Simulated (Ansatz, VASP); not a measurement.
**V4O in VASP and in Ansatz**

The input INCAR:

```
ALGO     = Normal         # electronic algorithm
DIPOL    = 0.5 0.5 0.333
EDIFF    = 1E-6           # SCF threshold, eV
ENCUT    = 520            # plane-wave cutoff, eV
GGA      = PE             # functional
IDIPOL   = 3            
ISIF     = 2              # what is computed and relaxed
ISMEAR   = 0              # smearing method
LASPH    = T              # aspherical terms in the spheres
LCHARG   = F              # write CHGCAR
LDIPOL   = T            
LREAL    = F              # projectors in reciprocal space
LWAVE    = F              # write WAVECAR
NBANDS   = 37             # bands
NELM     = 60             # most SCF steps
PREC     = Accurate       # precision mode
SIGMA    = 0.1            # smearing width, eV
```

File KPOINTS:

```
k-points
0
Gamma
  9 9 1
```

Contents of POSCAR:

```
V4O
1.0
    2.9971751491      0.0000000000      0.0000000000
    0.0000000000      2.9971751491      0.0000000000
    0.0000000000      0.0000000000     21.3333819395
V O
4 1
Direct
    0.5000000000      0.5000000000      0.1874995728
    0.0000000000      0.0000000000      0.2577457053
    0.5000000000      0.5000000000      0.3267158760
    0.0000000000      0.0000000000      0.3906263884
    0.3750000000      0.3750000000      0.5007823874
```

Input for Ansatz:

```yaml
crystal:
  lattice:
    - [2.9971751491, 0.0, 0.0]
    - [0.0, 2.9971751491, 0.0]
    - [0.0, 0.0, 21.3333819395]
  atoms:
    - { symbol: V, position: [0.5, 0.5, 0.1874995728] }
    - { symbol: V, position: [0.0, 0.0, 0.2577457053] }
    - { symbol: V, position: [0.5, 0.5, 0.326715876] }
    - { symbol: V, position: [0.0, 0.0, 0.3906263884] }
    - { symbol: O, position: [0.375, 0.375, 0.5007823874] }
basis:
  ecutwfc: 420
kpoints:
  mp_grid: { grid: [9, 9, 1] }
hamiltonian:
  xc: pbe
scf:
  occupations: { method: gaussian, width: 0.1 }
output:
  forces: true
  eigenvalues: true
efield:
  axis: 3
  dipole_correction: true
  ramp_width: 0.04
```

Alike in both runs: task single point; functional PBE; k mesh 9 × 9 × 1; occupations gaussian, width 0.1 eV; no spin polarisation.

```csv
,VASP,Ansatz
version,VASP 6.6.1,Ansatz 0.2.0
potentials or method,"VASP PAW PBE potentials, release 64 (V_sv, O), cutoff 520 eV","scalar-relativistic, plane waves, PAW"
valence electrons in the cell,58,58
```

Ansatz gave:

- gap on the k mesh at the Fermi level (eV): none
- rms of the force components (eV/Å): 1.078

Estimate VASP's values.

gap on the k mesh at the Fermi level (eV): none; rms of the force components (eV/Å): 1.080.

Atom by atom the forces differ by 0.007 eV/Å (rms over components). A gap of «none» marks a metal or a gap that the smearing closes. The functional is the same, so the differences come from potentials, cutoffs and numerics.
